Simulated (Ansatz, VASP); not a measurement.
**Two plane-wave programs on GaN**

```
CELL_PARAMETERS angstrom
3.18310 0.00000 0.00000
-1.59155 2.75664 0.00000
0.00000 0.00000 5.18360
ATOMIC_POSITIONS crystal
Ga 0.33333 0.66667 0.99911
Ga 0.66667 0.33333 0.49911
N 0.35147 0.70294 0.37589
N 0.66667 0.33333 0.87589
```

Alike in both runs: task single point; functional r2SCAN; k mesh 12 × 12 × 6; occupations gaussian, width 0.05 eV; no spin polarisation.

|  | VASP | Ansatz |
| --- | --- | --- |
| version | VASP 6.6.1 | Ansatz 0.2.0 |
| potentials or method | VASP PAW PBE potentials, release 64 (Ga_d, N), cutoff 520 eV | scalar-relativistic, plane waves, PAW |
| valence electrons in the cell | 36 | 36 |

|  | VASP | Ansatz | Ansatz less VASP |
| --- | --- | --- | --- |
| gap on the k mesh at the Fermi level (eV) | 2.29 | 2.30 | +0.005 |
| least direct gap on the mesh (eV) | 2.29 | 2.30 | +0.005 |
| pressure (GPa) | 1.7 | 0.6 | -1.08 |
| traceless stress, the component that is largest in VASP (GPa) | 4.13 | 3.98 | -0.155 |
| rms of the force components (eV/Å) | 0.654 | 0.643 | -0.0112 |

VASP's potentials were made for PBE, not for r2SCAN. Atom by atom the forces differ by 0.012 eV/Å (rms over components). The functional is the same, so the differences come from potentials, cutoffs and numerics.
